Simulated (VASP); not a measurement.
A run of VASP 6.6.1 is set up as follows.

Contents of INCAR:

```
PREC     = Accurate       # precision mode
ENCUT    = 520            # plane-wave cutoff, eV
EDIFF    = 1E-6           # SCF threshold, eV
ISMEAR   = 0              # smearing method
SIGMA    = 0.1            # smearing width, eV
LREAL    = False          # projectors in reciprocal space
LASPH    = True           # aspherical terms in the spheres
NELM     = 100            # most SCF steps
ALGO     = Fast           # electronic algorithm
ISIF     = 2              # what is computed and relaxed
LWAVE    = False          # write WAVECAR
LCHARG   = False          # write CHGCAR
GGA      = PE             # functional
NBANDS   = 22             # bands
```

File KPOINTS:

```
regular mesh
0
Gamma
  6 6 4
```

POSCAR

```
TiAl5
1.0
    5.1003406200      0.0000000000      0.0000000000
   -2.5501703100      4.4170245400      0.0000000000
    0.0000000000      0.0000000000      4.3104518200
Ti Al
1 5
Direct
    0.0000000000      0.0000000000      0.0000000000
    0.5000000000      0.0000000000      0.5000000000
    0.5000000000      0.5000000000      0.5000000000
    0.0000000000      0.5000000000      0.5000000000
    0.3333333300      0.6666666700      0.0000000000
    0.6666666700      0.3333333300      0.0000000000
```

Potentials or basis: VASP PAW PBE potentials, release 64 (Ti_sv, Al).

Launch:

```sh
$ cat potpaw_PBE.64/Ti_sv/POTCAR potpaw_PBE.64/Al/POTCAR > POTCAR
$ mpirun -np 1 vasp_std > vasp.out
```

**Question.** Predict the pressure.

**Answer.** 7.2 GPa.

Stress tensor (GPa, compression positive):
```
7.57 0.00 0.00
0.00 7.57 0.00
0.00 0.00 6.55
```

Caveat: the k points lie up to 0.36 Å⁻¹ apart.
